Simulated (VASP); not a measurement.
B, 2 atoms in the cell. Symmetry: R-3m, No. 166, trigonal system. Conventional cell: a = 2.466 Å, b = 2.466 Å, c = 8.391 Å, α = 90.00°, β = 90.00°, γ = 120.00°. Within 2.2 Å of B (site symmetry 3m) lie 4 B at 1.68 to 1.81 Å. 

| Item | Value |
| --- | --- |
| Program | VASP 6.6.1 |
| Task | relaxation of cell and atoms |
| Functional | PBE |
| Potentials or basis | VASP PAW PBE potentials, release 64 (B) |
| Cutoff | 600 eV |
| k mesh | 27 × 27 × 27 |
| Occupations | gaussian, width 0.1 eV |
| Spin | no spin polarisation |
| Dipole correction | no |
| Further INCAR settings | ALGO = Fast; EDIFF = 1e-07; IBRION = 2; EDIFFG = -0.01; NSW = 100; ISIF = 3 |

Potentials or basis: VASP PAW PBE potentials, release 64 (B).

The run is started by

```sh
$ cat potpaw_PBE.64/B/POTCAR > POTCAR
$ mpirun -np 1 vasp_std > vasp.out
```

Hardware: 1 thread of Oxide Virtual Turin-like Processor, on a shared host.

Question: How long does it take, and how much memory?

Answer: Run time: 22 min on 1 thread of Oxide Virtual Turin-like Processor (shared host), peak memory 0.31 GiB. Counts: scf iterations 37, k points 1834, ion steps 6.
